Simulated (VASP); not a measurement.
# InAs (F-43m) in VASP: further runs, part 2 of 2

VASP 6.6.1. Earlier steps stand in the parts before.

## (4) Single point, LDA

This run uses another cell than the first one, of 27.39 Å³/atom.

INCAR reads:

```
PREC = Accurate ; ENCUT = 520
EDIFF = 1E-6 ; ISMEAR = -1
SIGMA = 0.02 ; LREAL = F
LASPH = T ; NELM = 60
ALGO = Normal ; ISIF = 2
LWAVE = F ; LCHARG = F
NBANDS = 16
```

KPOINTS reads:

```
Automatic mesh
0
Gamma
  6 6 6
```

POSCAR reads:

```
InAs
1.0
    0.0000000000      3.0145113285      3.0145113285
    3.0145113285      0.0000000000      3.0145113285
    3.0145113285      3.0145113285      0.0000000000
In As
1 1
Direct
    0.0000000000      0.0000000000      0.0000000000
    0.2500000000      0.2500000000      0.2500000000
```

Potentials or basis: VASP PAW LDA potentials, release 64 (In_d, As).

Started as:

```sh
> cat potpaw_LDA.64/In_d/POTCAR potpaw_LDA.64/As/POTCAR > POTCAR
> mpirun -np 1 vasp_std > vasp.out
```

OUTCAR:

```text
PREC = Accurate
   ENCUT = 520
   EDIFF = 1E-6
   ISMEAR = -1
   LREAL = F
   LASPH = T
   NELM = 60
   ISIF = 2

 ion  position               nearest neighbor table
   1  0.000  0.000  0.000-   2 2.61   2 2.61   2 2.61   2 2.61
   2  0.250  0.250  0.250-   1 2.61   1 2.61   1 2.61   1 2.61

  LATTYP: Found a face centered cubic cell.
 ALAT       =     6.0290226570

  Lattice vectors:

 A1 = (   0.0000000000,   3.0145113285,   3.0145113285)
 A2 = (   3.0145113285,   0.0000000000,   3.0145113285)
 A3 = (   3.0145113285,   3.0145113285,   0.0000000000)

Analysis of symmetry for initial positions (statically):
=====================================================================
 Subroutine PRICEL returns:
 Original cell was already a primitive cell.

 Routine SETGRP: Setting up the symmetry group for a
 face centered cubic supercell.

 Subroutine GETGRP returns: Found 24 space group operations
 (whereof 24 operations were pure point group operations)
 out of a pool of 48 trial point group operations.

The static configuration has the point symmetry T_d .

Analysis of symmetry for dynamics (positions and initial velocities):
=====================================================================
 Subroutine PRICEL returns:
 Original cell was already a primitive cell.

 Routine SETGRP: Setting up the symmetry group for a
 face centered cubic supercell.

 Subroutine GETGRP returns: Found 24 space group operations
 (whereof 24 operations were pure point group operations)
 out of a pool of 48 trial point group operations.

The dynamic configuration has the point symmetry T_d .

 Subroutine INISYM returns: Found 24 space group operations
 (whereof 24 operations are pure point group operations),
 and found     1 'primitive' translations

----------------------------------------------------------------------------------------

                                     Primitive cell

  volume of cell :      54.7874

  direct lattice vectors                    reciprocal lattice vectors
     0.000000000  3.014511328  3.014511328    -0.165864363  0.165864363  0.165864363
     3.014511328  0.000000000  3.014511328     0.165864363 -0.165864363  0.165864363
     3.014511328  3.014511328  0.000000000     0.165864363  0.165864363 -0.165864363

  length of vectors
     4.263162805  4.263162805  4.263162805     0.287285503  0.287285503  0.287285503

  position of ions in fractional coordinates (direct lattice)
     0.000000000  0.000000000  0.000000000
     0.250000000  0.250000000  0.250000000

  ion indices of the primitive-cell ions
   primitive index   ion index
                 1           1
                 2           2

----------------------------------------------------------------------------------------

 KPOINTS: Automatic mesh

Automatic generation of k-mesh.
 Grid dimensions read from file:
 generate k-points for:    6    6    6

 Generating k-lattice:

  Cartesian coordinates                     Fractional coordinates (reciprocal lattice)
    -0.027644060  0.027644060  0.027644060     0.166666667  0.000000000  0.000000000
     0.027644060 -0.027644060  0.027644060     0.000000000  0.166666667  0.000000000
     0.027644060  0.027644060 -0.027644060     0.000000000  0.000000000  0.166666667

  Length of vectors
     0.047880917  0.047880917  0.047880917

  Shift w.r.t. Gamma in fractional coordinates (k-lattice)
     0.000000000  0.000000000  0.000000000

 Subroutine IBZKPT returns following result:
 ===========================================

 Found     16 irreducible k-points:

 Following reciprocal coordinates:
            Coordinates               Weight
  0.000000  0.000000  0.000000      1.000000
  0.166667  0.000000  0.000000      8.000000
  0.333333  0.000000  0.000000      8.000000
  0.500000  0.000000  0.000000      4.000000
  0.166667  0.166667  0.000000      6.000000
  0.333333  0.166667  0.000000     24.000000
[... 8 lines left out ...]
 -0.333333  0.333333  0.166667     24.000000
 -0.333333  0.500000  0.166667     12.000000
   k-points           NKPTS =     16   k-points in BZ     NKDIM =     16   number of bands    NBANDS=     16
   number of dos      NEDOS =    301   number of ions     NIONS =      2
   total plane-waves  NPLWV =  32768
   dimension x,y,z NGX =    32 NGY =   32 NGZ =   32
   dimension x,y,z NGXF=    64 NGYF=   64 NGZF=   64
   ions per type =               1   1
   NGX,Y,Z   is equivalent  to a cutoff of  12.48, 12.48, 12.48 a.u.
   NGXF,Y,Z  is equivalent  to a cutoff of  24.96, 24.96, 24.96 a.u.
 SYSTEM =  unknown system
   PREC   = accura    normal or accurate (medium, high low for compatibility)
   ISTART =      0    job   : 0-new  1-cont  2-samecut
   ICHARG =      2    charge: 1-file 2-atom 10-const
   ISPIN  =      1    spin polarized calculation?
   LNONCOLLINEAR =      F non collinear calculations
   LSORBIT =      F    spin-orbit coupling
   LASPH  =      T    aspherical Exc in radial PAW
   ENCUT  =  520.0 eV  38.22 Ry    6.18 a.u.   7.93  7.93  7.93*2*pi/ulx,y,z
   NELM   =     60;   NELMIN=  2; NELMDL= -5     # of ELM steps
   EDIFF  = 0.1E-05   stopping-criterion for ELM
   LREAL  =      F    real-space projection
   EDIFFG = 0.1E-04   stopping-criterion for IOM
   NSW    =      0    number of steps for IOM
   IBRION =     -1    ionic relax: 0-MD 1-quasi-New 2-CG
   NFREE  =      0    steps in history (QN), initial steepest desc. (CG)
   ISIF   =      2    stress and relaxation
   ISYM   =      2    0-nonsym 1-usesym 2-fastsym
   POTIM  = 0.5000    time-step for ionic-motion
   TEBEG  =    0.0;   TEEND  =   0.0 temperature during run
   PSTRESS=    0.0 pullay stress
   NELECT =      18.0000    total number of electrons
   NUPDOWN=      -1.0000    fix difference up-down
   EMIN   =  10.00;   EMAX   =-10.00  energy-range for DOS
   EFERMI =   0.00;   METHOD = LEGACY
   ISMEAR =    -1;   SIGMA  =   0.02  broadening in eV -4-tet -1-fermi 0-gaus
   EFERMI_NEDOS =   21; number of points for ismear=-14 and -15
   IALGO  =     38    algorithm
   IMIX   =      4    mixing-type and parameters
     AMIX     =   0.40;   BMIX     =  1.00
     AMIX_MAG =   1.60;   BMIX_MAG =  1.00
  volume/ion in A,a.u.               =      27.39       184.86
  Fermi-wavevector in a.u.,A,eV,Ry     =   1.129637  2.134704 17.362106  1.276079
  Thomas-Fermi vector in A             =   2.266331
   LORBIT       =      0    0 simple, 1 ext, 2 COOP (PROOUT), +10 PAW based schemes
   GGA     = CA    functional components
   LHFCALC =     F    Hartree Fock is set to
   AEXX    =    0.0000 exact exchange contribution
   IVDW    =     0    specifies the selected vdW correction
   LEPSILON=     F    determine dielectric tensor
   LRPA    =     F    only Hartree local field effects (RPA)
 non-spin polarized calculation
  energy-cutoff  :      520.00
  volume of cell :       54.79
 maximum number of plane-waves:      1492
   NGX = 15   NGY = 15   NGZ = 15

 number of electron      17.9999992 magnetization

 Free energy of the ion-electron system (eV)
  ---------------------------------------------------
  ext. energy  EPLUGINS =         0.00000000
  ---------------------------------------------------
  free energy    TOTEN  =        -9.00928271 eV

  energy without entropy =       -9.00892909  energy(sigma->0) =       -9.00910590

 E-fermi :   4.4515     XC(G=0):  -9.4486

 val. band max:        4.4375912577   @ k =   0.0000   0.0000   0.0000
 cond. band min:       5.2592489864   @ k =   0.5000   0.0000   0.0000
 fundamental gap:      0.8216577287
 Fermi energy:         4.4514540777

 k-point     1 :       0.0000    0.0000    0.0000
  band No.  band energies     occupation
      1      -9.9466      2.00000
      2      -9.9466      2.00000
      3      -9.9466      2.00000
      4      -9.8146      2.00000
      5      -9.8146      2.00000
      6      -7.5353      2.00000
[... 8 lines left out ...]
     15      14.1736      0.00000
     16      14.1736      0.00000
[... 267 lines left out ...]
 k-point    16 :      -0.3333    0.5000    0.1667
  band No.  band energies     occupation
      1     -10.1222      2.00000
      2      -9.8859      2.00000
      3      -9.8678      2.00000
      4      -9.8382      2.00000
      5      -9.8007      2.00000
      6      -5.4285      2.00000
[... 8 lines left out ...]
     15      16.0825      0.00000
     16      16.2136      0.00000

------------------------ aborting loop because EDIFF is reached ----------------------------------------

  FORCE on cell =-STRESS in cart. coord.  units (eV):
  Direction    XX          YY          ZZ          XY          YZ          ZX
  --------------------------------------------------------------------------------------
  -------------------------------------------------------------------------------------
  Total        0.0450111      0.0450111      0.0450111      0.0000000     -0.0000000     -0.0000000
  in kB        1.3162849      1.3162849      1.3162849      0.0000000     -0.0000000     -0.0000000
  external PRESSURE =       1.3162849 kB  Pullay stress =       0.0000000 kB

 VOLUME and BASIS-vectors are now :
 -----------------------------------------------------------------------------
  energy-cutoff  :      520.00
  volume of cell :       54.79
      direct lattice vectors                 reciprocal lattice vectors
     0.000000000  3.014511328  3.014511328    -0.165864363  0.165864363  0.165864363
     3.014511328  0.000000000  3.014511328     0.165864363 -0.165864363  0.165864363
     3.014511328  3.014511328  0.000000000     0.165864363  0.165864363 -0.165864363

 POSITION                                       TOTAL-FORCE (eV/Angst)
 -----------------------------------------------------------------------------------
      0.00000      0.00000      0.00000        -0.000000     -0.000000     -0.000000
      1.50726      1.50726      1.50726         0.000000      0.000000      0.000000
 -----------------------------------------------------------------------------------
    total drift:                               -0.000000     -0.000000     -0.000000

  FREE ENERGIE OF THE ION-ELECTRON SYSTEM (eV)
  ---------------------------------------------------
  free  energy   TOTEN  =        -9.0092827128 eV

  energy  without entropy=       -9.0089290914  energy(sigma->0) =       -9.00910590
```

stdout:

```text
POSCAR found type information on POSCAR InAs
 POSCAR found :  2 types and       2 ions
 scaLAPACK will be used
 LDA part: xc-table for (Slater(with rela. corr.)+CA(PZ))
 , standard interpolation
 POSCAR, INCAR and KPOINTS ok, starting setup
 FFT: planning ... GRIDC
 FFT: planning ... GRID_SOFT
 FFT: planning ... GRID
 WAVECAR not read
 entering main loop
```

Run time: 13 s. Hardware: 1 thread of Intel Xeon 8259CL, shared host; peak memory 0.16 GiB.

Results:

| Property | Result |
| --- | --- |
| Free energy | -9.0093 eV |
| Pressure | 0.1 GPa |
| Band gap on the k mesh | zero (filled and empty bands touch) |

Levels at points of the mesh, in eV from the Fermi level:
```csv
k point,band 6,band 7,band 8,band 9,band 10,band 11,band 12,band 13
"(0.00, 0.00, 0.00)",-11.99,-0.37,-0.01,-0.01,-0.01,3.81,3.81,3.81
"(0.50, 0.00, 0.00)",-10.48,-5.90,-1.03,-1.03,0.81,4.59,4.59,6.68
"(0.50, 0.50, 0.00)",-9.92,-5.97,-2.39,-2.39,1.38,1.94,9.04,9.18
```

Caveat: semilocal functionals underestimate gaps, so a narrow gap can read as zero; spin-orbit coupling is left out, which moves the levels of the heavy elements.

## (5) Single point, PBE

This run uses another cell than the first one, of 29.63 Å³/atom.

INCAR reads:

```
SYSTEM = InAs
PREC = Accurate
ENCUT = 520
EDIFF = 1E-6
ISMEAR = -1
SIGMA = 0.02
LREAL = .FALSE.
LASPH = .TRUE.
NELM = 80
ALGO = Normal
ISIF = 2
LWAVE = .FALSE.
LCHARG = .FALSE.
GGA = PE
NBANDS = 16
```

KPOINTS reads:

```
Automatic mesh
0
G
  6 6 6
  0 0 0
```

POSCAR reads:

```
InAs
1.0
    0.0000000000      3.0943470656      3.0943470656
    3.0943470656      0.0000000000      3.0943470656
    3.0943470656      3.0943470656      0.0000000000
In As
1 1
Direct
    0.0000000000      0.0000000000      0.0000000000
    0.2500000000      0.2500000000      0.2500000000
```

Potentials or basis: VASP PAW PBE potentials, release 64 (In_d, As).

Started as:

```sh
> cat potpaw_PBE.64/In_d/POTCAR potpaw_PBE.64/As/POTCAR > POTCAR
> mpirun -np 1 vasp_std > vasp.out
```

It took 24 s on 1 thread of Intel Xeon 8259CL, shared host; peak memory 0.21 GiB.

The run converged. Its results:

```yaml
Free_energy: -7.7025 eV
Pressure: 0.1 GPa
Band_gap_on_the_k_mesh: zero (filled and empty bands touch)
```

Levels at points of the mesh, in eV from the Fermi level:
| k point | band 6 | band 7 | band 8 | band 9 | band 10 | band 11 | band 12 | band 13 |
| --- | --- | --- | --- | --- | --- | --- | --- | --- |
| (0.00, 0.00, 0.00) | -11.45 | -0.56 | -0.01 | -0.01 | -0.01 | 3.85 | 3.85 | 3.85 |
| (0.50, 0.00, 0.00) | -10.18 | -5.45 | -0.91 | -0.91 | 0.79 | 4.61 | 4.61 | 6.73 |
| (0.50, 0.50, 0.00) | -9.71 | -5.57 | -2.11 | -2.11 | 1.64 | 2.02 | 8.74 | 8.78 |

Caveat: semilocal functionals underestimate gaps, so a narrow gap can read as zero; spin-orbit coupling is left out, which moves the levels of the heavy elements.

## (6) Single point, r2SCAN

POSCAR reads:

```
InAs
1.0
    0.0000000000      3.0545904655      3.0545904655
    3.0545904655      0.0000000000      3.0545904655
    3.0545904655      3.0545904655      0.0000000000
In As
1 1
Direct
    0.0000000000      0.0000000000      0.0000000000
    0.2500000000      0.2500000000      0.2500000000
```

INCAR.step1 reads:

```
SYSTEM = InAs
PREC = Accurate
ENCUT = 520
ISMEAR = -1
SIGMA = 0.02
LREAL = .False.
LASPH = .True.
NELM = 80
NBANDS = 16
GGA = PE
ALGO = Normal
EDIFF = 1E-4
LWAVE = .True.
LCHARG = .False.
```

INCAR.step2 reads:

```
SYSTEM = InAs
PREC = Accurate
ENCUT = 520
EDIFF = 1E-6
ISMEAR = -1
SIGMA = 0.02
LREAL = .False.
LASPH = .True.
NELM = 80
ALGO = Normal
ISIF = 2
LWAVE = .False.
LCHARG = .True.
METAGGA = R2SCAN
LMIXTAU = .True.
LELF = .True.
LVHAR = .True.
NBANDS = 16
ISTART = 1
```

KPOINTS reads:

```
regular mesh
0
Gamma
  6 6 6
  0 0 0
```

Potentials or basis: VASP PAW PBE potentials, release 64 (In_d, As).

Started as:

```sh
> cat potpaw_PBE.64/In_d/POTCAR potpaw_PBE.64/As/POTCAR > POTCAR
> cp INCAR.step1 INCAR
> mpirun -np 1 vasp_std > vasp.out
> cp INCAR.step2 INCAR
> mpirun -np 1 vasp_std > vasp.out
```

It took 1.7 min on 1 thread of Intel Xeon 8259CL, shared host; peak memory 0.19 GiB.

Results (log left out):

- Free energy: -38.0452 eV
- Pressure: 0.0 GPa
- Band gap on the k mesh: 0.08 eV

Levels at points of the mesh, in eV from the valence-band top:
```
           k point  band 6  band 7  band 8  band 9  band 10  band 11  band 12  band 13
(0.00, 0.00, 0.00)  -12.10    0.00    0.00    0.00     0.08     4.25     4.25     4.25
(0.50, 0.00, 0.00)  -10.65   -5.72   -0.97   -0.97     1.24     5.02     5.02     7.24
(0.50, 0.50, 0.00)  -10.12   -5.81   -2.29   -2.29     1.87     2.34     9.62     9.72
```

Caveat: the PAW data sets were made with another functional, which shifts forces and pressure a little; spin-orbit coupling is left out, which moves the levels of the heavy elements.

## (7) Overview

| level | potentials or basis | spin | cell | k mesh | grid for exact exchange (PRECFOCK) | share of exact exchange | screening parameter | gap on the mesh (eV) | pressure (GPa) |
| --- | --- | --- | --- | --- | --- | --- | --- | --- | --- |
| HSE06 | VASP PAW PBE potentials, release 64 (In_d, As) | non-collinear, zero start, SOC | a = 4.320 Å, angles 60.0°, 2 atoms | 4 × 4 × 4 | Normal | 0.25 | 0.2079 1/Å | - | -0.1 |
| PBEsol | VASP PAW PBE potentials, release 64 (In_d, As) | off | a = 4.306 Å, angles 60.0°, 2 atoms | 6 × 6 × 6 | - | - | - | none | 0.1 |
| LDA | VASP PAW LDA potentials, release 64 (In_d, As) | off | a = 4.263 Å, angles 60.0°, 2 atoms | 6 × 6 × 6 | - | - | - | none | 0.1 |
| PBE | VASP PAW PBE potentials, release 64 (In_d, As) | off | a = 4.376 Å, angles 60.0°, 2 atoms | 6 × 6 × 6 | - | - | - | none | 0.1 |
| r2SCAN | VASP PAW PBE potentials, release 64 (In_d, As) | off | a = 4.320 Å, angles 60.0°, 2 atoms | 6 × 6 × 6 | - | - | - | 0.08 | 0.0 |

Alike in all rows: task single point; cutoff (eV) 520; smearing fermi-dirac 0.02 eV.

Caveats: some runs use coarse meshes; spin-orbit coupling is left out, which moves the levels of the heavy elements (at least some runs); the PAW data sets were made with another functional, which shifts forces and pressure a little (at least some runs); semilocal functionals underestimate gaps, so a narrow gap can read as zero (at least some runs).

Absolute energies hang on the potentials; compare differences alone.
